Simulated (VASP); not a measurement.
Write the native input for VASP 6.6.1 that does the following.

```yaml
Task: relaxation of cell and atoms
Functional: PBE
Potentials_or_basis: VASP PAW PBE potentials, release 64 (In_d, P)
Cutoff: 600 eV
k_mesh: 6 × 6 × 6
Occupations: gaussian, width 0.01 eV
Spin: no spin polarisation
Dipole_correction: no
Further_INCAR_settings: ALGO = Normal; EDIFF = 1e-06; IBRION = 2; EDIFFG = -0.02; NSW = 50; ISIF = 3
```

The structure of InP lies in POSCAR:

```
InP
1.0
    4.1443530000      0.0000000000      0.0000000000
    2.0721765000      3.5891149803      0.0000000000
    2.0721765000      1.1963716601      3.3838500547
In P
1 1
Direct
    0.0000000000      0.0000000000      0.0000000000
    0.2500000000      0.2500000000      0.2500000000
```

One way to write it, as run:

INCAR

```
SYSTEM = InP
PREC = Accurate
ENCUT = 600
EDIFF = 1E-6
ISMEAR = 0
SIGMA = 0.01
LREAL = .FALSE.
LASPH = .TRUE.
NELM = 80
ALGO = Normal
ISIF = 3
LWAVE = .FALSE.
LCHARG = .FALSE.
GGA = PE
IBRION = 2
NSW = 50
EDIFFG = -0.02
```

KPOINTS

```
regular mesh
0
G
  6 6 6
  0 0 0
```

Potentials or basis: VASP PAW PBE potentials, release 64 (In_d, P).

Run with:

```bash
$ cat potpaw_PBE.64/In_d/POTCAR potpaw_PBE.64/P/POTCAR > POTCAR
$ mpirun -np 1 vasp_std > vasp.out
```

Results of the run:

* Relaxed volume: 26.44 Å³/atom
* Relaxed cell: a = 4.213 Å, b = 4.213 Å, c = 4.213 Å, α = 60.00°, β = 60.00°, γ = 60.00°
* Space group after relaxing (to 0.05 Å): F-43m (No. 216)
* Energy gained by relaxing: 12.5 meV/atom
* Ionic steps: 3
* Pressure after relaxing: 0.0 GPa
* Band gap on the k mesh: 0.44 eV, direct

Caveat: spin-orbit coupling is left out, which moves the levels of the heavy elements.

Wall time 59 s on 1 thread of Intel(R) Xeon(R) Platinum 8488C (Sapphire Rapids), with other jobs on the host, peak memory 0.22 GiB.
